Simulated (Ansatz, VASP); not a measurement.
**Two plane-wave programs on Re**

INCAR

```
ALGO     = Normal         # electronic algorithm
EDIFF    = 1E-6           # SCF threshold, eV
ENCUT    = 520            # plane-wave cutoff, eV
GGA      = PS             # functional
ISIF     = 2              # what is computed and relaxed
ISMEAR   = -1             # smearing method
LASPH    = T              # aspherical terms in the spheres
LCHARG   = T              # write CHGCAR
LELF     = T              # ELF
LREAL    = F              # projectors in reciprocal space
LVHAR    = T            
LWAVE    = F              # write WAVECAR
NBANDS   = 10             # bands
NELM     = 60             # most SCF steps
PREC     = Accurate       # precision mode
SIGMA    = 0.1            # smearing width, eV
```

KPOINTS

```
k-points
0
Gamma
  16 16 16
```

Contents of POSCAR:

```
Re
1.0
   -1.5629034267      1.5629034267      1.5629034267
    1.5629034267     -1.5629034267      1.5629034267
    1.5629034267      1.5629034267     -1.5629034267
Re
1
Direct
    0.0000000000      0.0000000000      0.0000000000
```

Input for Ansatz:

```yaml
crystal:
  lattice:
    - [-1.5629034267, 1.5629034267, 1.5629034267]
    - [1.5629034267, -1.5629034267, 1.5629034267]
    - [1.5629034267, 1.5629034267, -1.5629034267]
  atoms:
    - { symbol: Re, position: [0.0, 0.0, 0.0] }
hamiltonian:
  xc: pbesol
  pseudopotentials:
    kind: paw
    azcp:
      Re: "pseudopotentials/Re.paw.azcp"
basis:
  ecutwfc: 420
  fft_grid_basis: typed
kpoints:
  mp_grid: { grid: [16, 16, 16], shift: [0, 0, 0] }
magnetization:
  spin_polarized: false
scf:
  occupations: { method: fermi_dirac, width: 0.1 }
  lower_state_search: "off"
output:
  stress: true
```

Alike in both runs: task single point; functional PBEsol; k mesh 16 × 16 × 16; occupations fermi-dirac, width 0.1 eV; no spin polarisation.

```csv
,VASP,Ansatz
version,VASP 6.6.1,Ansatz 0.2.0
potentials or method,"VASP PAW PBE potentials, release 64 (Re), cutoff 520 eV","plane waves (420 eV) with PAW, scalar-relativistic"
valence electrons in the cell,7,15
```

|  | VASP | Ansatz | Ansatz less VASP |
| --- | --- | --- | --- |
| pressure (GPa) | -13.7 | -13.4 | +0.26 |

VASP's potentials were made for PBE, not for PBEsol, and Ansatz warns of the same on its side. VASP's potentials hold 7 valence electrons a cell and Ansatz's 15, so a difference there can come from the potentials and not from the codes.

Neither program's run includes spin-orbit coupling.
